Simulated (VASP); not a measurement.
# CuO (zincblende type) (F-43m) in VASP: further runs

The runs below take CuO (zincblende type) through electric field gradients, with LDA, PBEsol, r2SCAN, PBE.

Everything below comes from runs of VASP 6.6.1. Logs are shortened: lines on timing, memory, paths and dates and some standing lists are left out, and cuts for length are marked.

### 1 The cell of the first run

It takes space group F-43m (No. 216, cubic). The conventional cell has a = 4.524 Å, b = 4.524 Å, c = 4.524 Å, α = 90.00°, β = 90.00°, γ = 90.00°. Cu (site symmetry -43m) has 4 O at 1.96 Å within 2.6 Å. Within 2.6 Å of O (site symmetry -43m) lie 4 Cu at 1.96 Å.

### 2 Electric field gradients, LDA

INCAR reads:

```
SYSTEM = CuO
PREC = Accurate
ENCUT = 520
EDIFF = 1E-8
ISMEAR = -1
SIGMA = 0.05
LREAL = .False.
LASPH = .True.
NELM = 60
ALGO = Normal
ISIF = 2
LWAVE = .False.
LCHARG = .False.
GGA = CA
LEFG = .True.
NBANDS = 16
```

KPOINTS reads:

```
regular mesh
0
Gamma
  16 16 16
  0 0 0
```

POSCAR reads:

```
CuO
1.0
    0.0000000000      2.2618016073      2.2618016073
    2.2618016073      0.0000000000      2.2618016073
    2.2618016073      2.2618016073      0.0000000000
Cu O
1 1
Direct
    0.0000000000      0.0000000000      0.0000000000
    0.2500000000      0.2500000000      0.2500000000
```

Potentials or basis: VASP PAW LDA potentials, release 64 (Cu, O).

Launch:

```
> cat potpaw_LDA.64/Cu/POTCAR potpaw_LDA.64/O/POTCAR > POTCAR
> mpirun -np 1 vasp_std > vasp.out
```

OUTCAR:

```text
SYSTEM = CuO
   PREC = Accurate
   ENCUT = 520
   EDIFF = 1E-8
   ISMEAR = -1
   LREAL = .False.
   LASPH = .True.
   NELM = 60
   ISIF = 2
   GGA = CA

 ion  position               nearest neighbor table
   1  0.000  0.000  0.000-   2 1.96   2 1.96   2 1.96   2 1.96
   2  0.250  0.250  0.250-   1 1.96   1 1.96   1 1.96   1 1.96

  LATTYP: Found a face centered cubic cell.
 ALAT       =     4.5236032146

  Lattice vectors:

 A1 = (   0.0000000000,   2.2618016073,   2.2618016073)
 A2 = (   2.2618016073,   0.0000000000,   2.2618016073)
 A3 = (   2.2618016073,   2.2618016073,   0.0000000000)

Analysis of symmetry for initial positions (statically):
=====================================================================
 Subroutine PRICEL returns:
 Original cell was already a primitive cell.

 Routine SETGRP: Setting up the symmetry group for a
 face centered cubic supercell.

 Subroutine GETGRP returns: Found 24 space group operations
 (whereof 24 operations were pure point group operations)
 out of a pool of 48 trial point group operations.

The static configuration has the point symmetry T_d .

Analysis of symmetry for dynamics (positions and initial velocities):
=====================================================================
 Subroutine PRICEL returns:
 Original cell was already a primitive cell.

 Routine SETGRP: Setting up the symmetry group for a
 face centered cubic supercell.

 Subroutine GETGRP returns: Found 24 space group operations
 (whereof 24 operations were pure point group operations)
 out of a pool of 48 trial point group operations.

The dynamic configuration has the point symmetry T_d .

 Subroutine INISYM returns: Found 24 space group operations
 (whereof 24 operations are pure point group operations),
 and found     1 'primitive' translations

----------------------------------------------------------------------------------------

                                     Primitive cell

  volume of cell :      23.1416

  direct lattice vectors                    reciprocal lattice vectors
     0.000000000  2.261801607  2.261801607    -0.221062713  0.221062713  0.221062713
     2.261801607  0.000000000  2.261801607     0.221062713 -0.221062713  0.221062713
     2.261801607  2.261801607  0.000000000     0.221062713  0.221062713 -0.221062713

  length of vectors
     3.198670508  3.198670508  3.198670508     0.382891851  0.382891851  0.382891851

  position of ions in fractional coordinates (direct lattice)
     0.000000000  0.000000000  0.000000000
     0.250000000  0.250000000  0.250000000

  ion indices of the primitive-cell ions
   primitive index   ion index
                 1           1
                 2           2

----------------------------------------------------------------------------------------

 KPOINTS: regular mesh

Automatic generation of k-mesh.
 Grid dimensions read from file:
 generate k-points for:   16   16   16

 Generating k-lattice:

  Cartesian coordinates                     Fractional coordinates (reciprocal lattice)
    -0.013816420  0.013816420  0.013816420     0.062500000  0.000000000  0.000000000
     0.013816420 -0.013816420  0.013816420     0.000000000  0.062500000  0.000000000
     0.013816420  0.013816420 -0.013816420     0.000000000  0.000000000  0.062500000

  Length of vectors
     0.023930741  0.023930741  0.023930741

  Shift w.r.t. Gamma in fractional coordinates (k-lattice)
     0.000000000  0.000000000  0.000000000

 Subroutine IBZKPT returns following result:
 ===========================================

 Found    145 irreducible k-points:

 Following reciprocal coordinates:
            Coordinates               Weight
  0.000000  0.000000  0.000000      1.000000
  0.062500  0.000000  0.000000      8.000000
  0.125000  0.000000  0.000000      8.000000
  0.187500  0.000000  0.000000      8.000000
  0.250000  0.000000  0.000000      8.000000
  0.312500  0.000000  0.000000      8.000000
[... 16 lines left out ...]
 -0.125000  0.062500  0.000000     24.000000
 -0.062500  0.062500  0.000000     12.000000
 [... further k-points ...]
   k-points           NKPTS =    145   k-points in BZ     NKDIM =    145   number of bands    NBANDS=     16
   number of dos      NEDOS =    301   number of ions     NIONS =      2
   total plane-waves  NPLWV =  13824
   dimension x,y,z NGX =    24 NGY =   24 NGZ =   24
   dimension x,y,z NGXF=    48 NGYF=   48 NGZF=   48
   ions per type =               1   1
   NGX,Y,Z   is equivalent  to a cutoff of  12.47, 12.47, 12.47 a.u.
   NGXF,Y,Z  is equivalent  to a cutoff of  24.95, 24.95, 24.95 a.u.
 SYSTEM =  CuO
   PREC   = accura    normal or accurate (medium, high low for compatibility)
   ISTART =      0    job   : 0-new  1-cont  2-samecut
   ICHARG =      2    charge: 1-file 2-atom 10-const
   ISPIN  =      1    spin polarized calculation?
   LNONCOLLINEAR =      F non collinear calculations
   LSORBIT =      F    spin-orbit coupling
   LASPH  =      T    aspherical Exc in radial PAW
   ENCUT  =  520.0 eV  38.22 Ry    6.18 a.u.   5.95  5.95  5.95*2*pi/ulx,y,z
   NELM   =     60;   NELMIN=  2; NELMDL= -5     # of ELM steps
   EDIFF  = 0.1E-07   stopping-criterion for ELM
   LREAL  =      F    real-space projection
   EDIFFG = 0.1E-06   stopping-criterion for IOM
   NSW    =      0    number of steps for IOM
   IBRION =     -1    ionic relax: 0-MD 1-quasi-New 2-CG
   NFREE  =      0    steps in history (QN), initial steepest desc. (CG)
   ISIF   =      2    stress and relaxation
   ISYM   =      2    0-nonsym 1-usesym 2-fastsym
   POTIM  = 0.5000    time-step for ionic-motion
   TEBEG  =    0.0;   TEEND  =   0.0 temperature during run
   PSTRESS=    0.0 pullay stress
   NELECT =      17.0000    total number of electrons
   NUPDOWN=      -1.0000    fix difference up-down
   EMIN   =  10.00;   EMAX   =-10.00  energy-range for DOS
   EFERMI =   0.00;   METHOD = LEGACY
   ISMEAR =    -1;   SIGMA  =   0.05  broadening in eV -4-tet -1-fermi 0-gaus
   EFERMI_NEDOS =   21; number of points for ismear=-14 and -15
   IALGO  =     38    algorithm
   IMIX   =      4    mixing-type and parameters
     AMIX     =   0.40;   BMIX     =  1.00
     AMIX_MAG =   1.60;   BMIX_MAG =  1.00
  volume/ion in A,a.u.               =      11.57        78.08
  Fermi-wavevector in a.u.,A,eV,Ry     =   1.477157  2.791422 29.687811  2.181993
  Thomas-Fermi vector in A             =   2.591595
   LORBIT       =      0    0 simple, 1 ext, 2 COOP (PROOUT), +10 PAW based schemes
   GGA     = CA    functional components
   LHFCALC =     F    Hartree Fock is set to
   AEXX    =    0.0000 exact exchange contribution
   IVDW    =     0    specifies the selected vdW correction
   LEPSILON=     F    determine dielectric tensor
   LRPA    =     F    only Hartree local field effects (RPA)
 non-spin polarized calculation
  energy-cutoff  :      520.00
  volume of cell :       23.14
 maximum number of plane-waves:       636
   NGX = 11   NGY = 11   NGZ = 11

 number of electron      17.0000022 magnetization

 Free energy of the ion-electron system (eV)
  ---------------------------------------------------
  ext. energy  EPLUGINS =         0.00000000
  ---------------------------------------------------
  free energy    TOTEN  =       -11.27766425 eV

  energy without entropy =      -11.25719854  energy(sigma->0) =      -11.26743139

 E-fermi :   3.6533     XC(G=0): -11.5830

 val. band max:        3.6466791903   @ k =  -0.1875   0.1250   0.0000
 cond. band min:       3.6541453450   @ k =  -0.4375   0.0625   0.0000
 fundamental gap:      0.0074661547
 Fermi energy:         3.6532761181

 k-point     1 :       0.0000    0.0000    0.0000
  band No.  band energies     occupation
      1     -14.9058      2.00000
      2      -1.2545      2.00000
      3      -1.2545      2.00000
      4      -1.2545      2.00000
      5       1.6033      2.00000
      6       1.6033      2.00000
[... 8 lines left out ...]
     15      24.5597      0.00000
     16      24.5597      0.00000

 k-point     2 :       0.0625    0.0000    0.0000
  band No.  band energies     occupation
      1     -14.8811      2.00000
      2      -1.3200      2.00000
      3      -1.2420      2.00000
      4      -1.2420      2.00000
      5       1.5986      2.00000
      6       1.5986      2.00000
[... 8 lines left out ...]
     15      24.1569      0.00000
     16      24.1569      0.00000

 k-point     3 :       0.1250    0.0000    0.0000
  band No.  band energies     occupation
      1     -14.8097      2.00000
      2      -1.4917      2.00000
      3      -1.2068      2.00000
      4      -1.2068      2.00000
      5       1.5879      2.00000
      6       1.5879      2.00000
[... 8 lines left out ...]
     15      23.5518      0.00000
     16      23.5518      0.00000

 k-point     4 :       0.1875    0.0000    0.0000
  band No.  band energies     occupation
      1     -14.7010      2.00000
      2      -1.7155      2.00000
      3      -1.1558      2.00000
      4      -1.1558      2.00000
      5       1.5801      2.00000
      6       1.5801      2.00000
[... 8 lines left out ...]
     15      23.1960      0.00000
     16      23.1960      0.00000

 k-point     5 :       0.2500    0.0000    0.0000
  band No.  band energies     occupation
      1     -14.5698      2.00000
      2      -1.9381      2.00000
      3      -1.0987      2.00000
      4      -1.0987      2.00000
      5       1.5859      2.00000
      6       1.5859      2.00000
[... 8 lines left out ...]
     15      23.2259      0.00000
     16      23.2259      0.00000

 k-point     6 :       0.3125    0.0000    0.0000
  band No.  band energies     occupation
      1     -14.4353      2.00000
      2      -2.1231      2.00000
      3      -1.0460      2.00000
      4      -1.0460      2.00000
      5       1.6117      2.00000
      6       1.6117      2.00000
[... 8 lines left out ...]
     15      23.6213      0.00000
     16      23.6213      0.00000
[... 267 lines left out ...]
 k-point    21 :      -0.2500    0.0625    0.0000
  band No.  band energies     occupation
      1     -14.5085      2.00000
      2      -2.0051      2.00000
      3      -1.0906      2.00000
      4      -1.0693      2.00000
      5       1.5442      2.00000
      6       1.6365      2.00000
[... 8 lines left out ...]
     15      22.4885      0.00000
     16      24.3657      0.00000

 k-point    22 :      -0.1875    0.0625    0.0000
  band No.  band energies     occupation
      1     -14.6408      2.00000
      2      -1.8103      2.00000
      3      -1.1384      2.00000
      4      -1.1267      2.00000
      5       1.5384      2.00000
      6       1.6169      2.00000
[... 8 lines left out ...]
     15      22.4359      0.00000
     16      24.4459      0.00000

 k-point    23 :      -0.1250    0.0625    0.0000
  band No.  band energies     occupation
      1     -14.7569      2.00000
      2      -1.5996      2.00000
      3      -1.1853      2.00000
      4      -1.1811      2.00000
      5       1.5530      2.00000
      6       1.6097      2.00000
[... 8 lines left out ...]
     15      22.6530      0.00000
     16      24.7819      0.00000

 k-point    24 :      -0.0625    0.0625    0.0000
  band No.  band energies     occupation
      1     -14.8408      2.00000
      2      -1.4186      2.00000
      3      -1.2223      2.00000
      4      -1.2222      2.00000
      5       1.5767      2.00000
      6       1.6065      2.00000
[... 8 lines left out ...]
     15      23.2327      0.00000
     16      24.9426      0.00000

 [... further k-points ...]

------------------------ aborting loop because EDIFF is reached ----------------------------------------

  FORCE on cell =-STRESS in cart. coord.  units (eV):
  Direction    XX          YY          ZZ          XY          YZ          ZX
  --------------------------------------------------------------------------------------
  -------------------------------------------------------------------------------------
  Total       -1.7623238     -1.7623238     -1.7623238     -0.0000000      0.0000000      0.0000000
  in kB     -122.0120617   -122.0120617   -122.0120617     -0.0000000      0.0000000      0.0000000
  external PRESSURE =    -122.0120617 kB  Pullay stress =       0.0000000 kB

 VOLUME and BASIS-vectors are now :
 -----------------------------------------------------------------------------
  energy-cutoff  :      520.00
  volume of cell :       23.14
      direct lattice vectors                 reciprocal lattice vectors
     0.000000000  2.261801607  2.261801607    -0.221062713  0.221062713  0.221062713
     2.261801607  0.000000000  2.261801607     0.221062713 -0.221062713  0.221062713
     2.261801607  2.261801607  0.000000000     0.221062713  0.221062713 -0.221062713

 POSITION                                       TOTAL-FORCE (eV/Angst)
 -----------------------------------------------------------------------------------
      0.00000      0.00000      0.00000        -0.000000     -0.000000     -0.000000
      1.13090      1.13090      1.13090         0.000000      0.000000      0.000000
 -----------------------------------------------------------------------------------
    total drift:                                0.000001      0.000001      0.000001

  FREE ENERGIE OF THE ION-ELECTRON SYSTEM (eV)
  ---------------------------------------------------
  free  energy   TOTEN  =       -11.2776642465 eV

  energy  without entropy=      -11.2571985384  energy(sigma->0) =      -11.26743139

 Electric field gradients (V/A^2)
---------------------------------------------------------------------
 ion       V_xx      V_yy      V_zz      V_xy      V_xz      V_yz
---------------------------------------------------------------------
   1      -0.000    -0.000     0.000    -0.000    -0.000    -0.000
   2      -0.000    -0.000    -0.000     0.002     0.002     0.002
---------------------------------------------------------------------

 Electric field gradients after diagonalization (V/A^2)
 (convention: |V_zz| > |V_xx| > |V_yy|)
----------------------------------------------------------------------
 ion       V_xx      V_yy      V_zz     asymmetry (V_yy - V_xx)/ V_zz
----------------------------------------------------------------------
   1       0.000     0.000    -0.001       0.000
   2      -0.002    -0.002     0.003       0.000
----------------------------------------------------------------------

           NMR quadrupolar parameters

 Cq : quadrupolar parameter    Cq=e*Q*V_zz/h
 eta: asymmetry parameters     (V_yy - V_xx)/ V_zz
 Q  : nuclear electric quadrupole moment in mb (millibarn)
----------------------------------------------------------------------
 ion       Cq(MHz)       eta       Q (mb)
----------------------------------------------------------------------
   1      -0.000       0.000       1.000
   2       0.000       0.000       1.000
----------------------------------------------------------------------
```

Run time: 74 s. Hardware: 1 thread of Intel Xeon 8259CL, shared host; peak memory 0.17 GiB.

Results:

* Free energy: -11.2777 eV
* Pressure: -12.2 GPa
* Band gap on the k mesh: zero (an odd number of electrons rules out a gap without spin polarisation)
* Largest electric field gradient by atom: zero within the noise of the run

Caveat: the cell stands under tension; an odd number of electrons without spin polarisation forces a metal; a magnetic or distorted state may lie lower; semilocal functionals often make such compounds metallic where correlation or magnetic order opens a gap, which also shifts bond lengths. With open d or f shells a metallic result of LDA can be an artefact of self-interaction; +U or a hybrid may open a gap.

(Part 1 of 3 ends here.)
